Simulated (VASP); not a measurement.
Write the native input for VASP 6.6.1 that does the following.

* Task: relaxation of cell and atoms
* Functional: PBE
* Potentials or basis: VASP PAW PBE potentials, release 64 (Si, C_h)
* Cutoff: 910 eV
* k mesh: 12 × 12 × 6
* Occupations: gaussian, width 0.02 eV
* Spin: no spin polarisation
* Dipole correction: no
* Second run: hard_potentials
* Further INCAR settings: ALGO = Normal; EDIFF = 1e-07; IBRION = 2; EDIFFG = -0.01; NSW = 100; ISIF = 3

The structure of SiC lies in POSCAR:

```
SiC
1.0
    3.0961682432      0.0000000000      0.0000000000
   -1.5480841216      2.6813603530      0.0000000000
    0.0000000000      0.0000000000      4.6371672645
Si C
1 1
Direct
    0.3333333333      0.6666666667      0.0000000000
    0.6666666667      0.3333333333      0.0000000000
```

The input as run:

INCAR

```
PREC     = Accurate       # precision mode
ENCUT    = 910            # plane-wave cutoff, eV
EDIFF    = 1E-7           # SCF threshold, eV
ISMEAR   = 0              # smearing method
SIGMA    = 0.02           # smearing width, eV
LREAL    = False          # projectors in reciprocal space
LASPH    = True           # aspherical terms in the spheres
NELM     = 120            # most SCF steps
ALGO     = Normal         # electronic algorithm
ISIF     = 3              # what is computed and relaxed
LWAVE    = False          # write WAVECAR
LCHARG   = False          # write CHGCAR
GGA      = PE             # functional
IBRION   = 2              # ionic algorithm
NSW      = 100            # ionic steps
EDIFFG   = -0.01          # ionic threshold
GGA_COMPAT= False        
NELMIN   = 4
```

KPOINTS

```
regular mesh
0
Gamma
  12 12 6
```

Potentials or basis: VASP PAW PBE potentials, release 64 (Si, C_h).

Command:

```console
$ cat potpaw_PBE.64/Si/POTCAR potpaw_PBE.64/C_h/POTCAR > POTCAR
$ mpirun -np 1 vasp_std > vasp.out
```

Results of the run:

```yaml
Relaxed_volume: 19.88 Å³/atom
Relaxed_cell: a = 3.095 Å, b = 3.095 Å, c = 4.791 Å, α = 90.00°, β = 90.00°, γ = 120.00°
Space_group_after_relaxing_to_0.05_Å: P-6m2 (No. 187)
Energy_gained_by_relaxing: 0.3 meV/atom
Ionic_steps: 11
Pressure_after_relaxing: 0.0 GPa
Band_gap_on_the_k_mesh: 2.03 eV, indirect (least direct gap 2.32 eV)
```

Caveat: the cutoff is under 1.25 times the usual one of these potentials, so pressure, stress and relaxed cells hold a basis-set (Pulay) error.

Wall time 2.6 min on 1 thread of AMD EPYC 9R45 96-Core Processor (Zen 5), with other jobs on the host, peak memory 0.21 GiB.
